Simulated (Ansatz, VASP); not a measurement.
**ZnIr2O4 in VASP and in Ansatz**

```
Zn Ir O
1.0
     0.00000    4.26428    4.26428
     4.26428    0.00000    4.26428
     4.26428    4.26428    0.00000
Zn Ir O
2 4 8
Direct
  0.75000 0.75000 0.75000
  0.50000 0.50000 0.50000
  0.12500 0.12500 0.62500
  0.12500 0.62500 0.12500
  0.62500 0.12500 0.12500
  0.12500 0.12500 0.12500
  0.36428 0.36428 0.90717
  0.36428 0.90717 0.36428
  0.90717 0.36428 0.36428
  0.36428 0.36428 0.36428
  0.88572 0.88572 0.34283
  0.88572 0.34283 0.88572
  0.34283 0.88572 0.88572
  0.88572 0.88572 0.88572
```

Alike in both runs: functional LDA; k mesh 8 × 8 × 8; occupations gaussian, width 0.02 eV; no spin polarisation.

Ansatz relaxed the structure, and its values are those at the end. VASP's run is a single point on that final structure, the one shown.

|  | VASP | Ansatz |
| --- | --- | --- |
| version | VASP 6.6.1 | Ansatz 0.2.0 |
| potentials or method | VASP PAW LDA potentials, release 64 (Zn, Ir, O), cutoff 520 eV | scalar-relativistic, plane waves, PAW |
| valence electrons in the cell | 108 | 140 |

Ansatz gave:

| Item | Value |
| --- | --- |
| gap on the k mesh at the Fermi level (eV) | 0.60 |
| least direct gap on the mesh (eV) | 0.66 |
| pressure (GPa) | 0.0 |
| rms of the force components (eV/Å) | 0.000 |

**Question.** Estimate VASP's values.

**Answer.** gap on the k mesh at the Fermi level (eV): 0.65; least direct gap on the mesh (eV): 0.72; pressure (GPa): 2.8; rms of the force components (eV/Å): 0.080.

LDA's correlation is that of Perdew and Zunger in VASP and of Perdew and Wang (1992) in Ansatz. VASP's potentials hold 108 valence electrons a cell and Ansatz's 140, so a difference there can come from the potentials and not from the codes.

Neither program's run includes spin-orbit coupling.
